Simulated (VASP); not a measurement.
Input of a VASP 6.6.1 run:

INCAR

```
SYSTEM = Si4O
  ALGO = Normal
  EDIFF = 1E-7
  EDIFFG = -0.04
  ENCUT = 600
  GGA = PE
  IBRION = 2
  ISIF = 3
  ISMEAR = 0
  LASPH = .True.
  LCHARG = .False.
  LREAL = .False.
  LWAVE = .False.
  NELM = 100
  NSW = 90
  PREC = Accurate
  SIGMA = 0.1
```

KPOINTS

```
k-points
0
Gamma
  4 4 4
  0 0 0
```

The input POSCAR:

```
Si4O
1.0
    3.7691534700      0.0000000000      0.0000000000
    0.0000000000      3.9711337700      0.0000000000
    0.0000000000      0.0000000000      5.3232063300
Si O
4 1
Direct
    0.5000000000      0.1985893900      0.0000000000
    0.5000000000      0.8014106100      0.0000000000
    0.0000000000      0.5000000000      0.6978744300
    0.0000000000      0.5000000000      0.3021255700
    0.0000000000      0.0000000000      0.0000000000
```

Potentials or basis: VASP PAW PBE potentials, release 64 (Si, O).

Launch:

```console
$ cat potpaw_PBE.64/Si/POTCAR potpaw_PBE.64/O/POTCAR > POTCAR
$ mpirun -np 1 vasp_std > vasp.out
```

(1) Predict the relaxed cell.

(2) Estimate the relaxed volume.

(3) Estimate the space group after relaxing (to 0.1 Å).

## Answers

(1) a = 2.743 Å, b = 6.174 Å, c = 5.156 Å, α = 90.00°, β = 90.00°, γ = 90.00°.

(2) 17.46 Å³/atom.

(3) Pmmm (No. 47).

Caveat: the k points lie up to 0.57 Å⁻¹ apart in the final cell, too coarse for converged energies and pressures of a metal; a cell axis changed by over 15 % at a fixed basis, so the end point is rough.
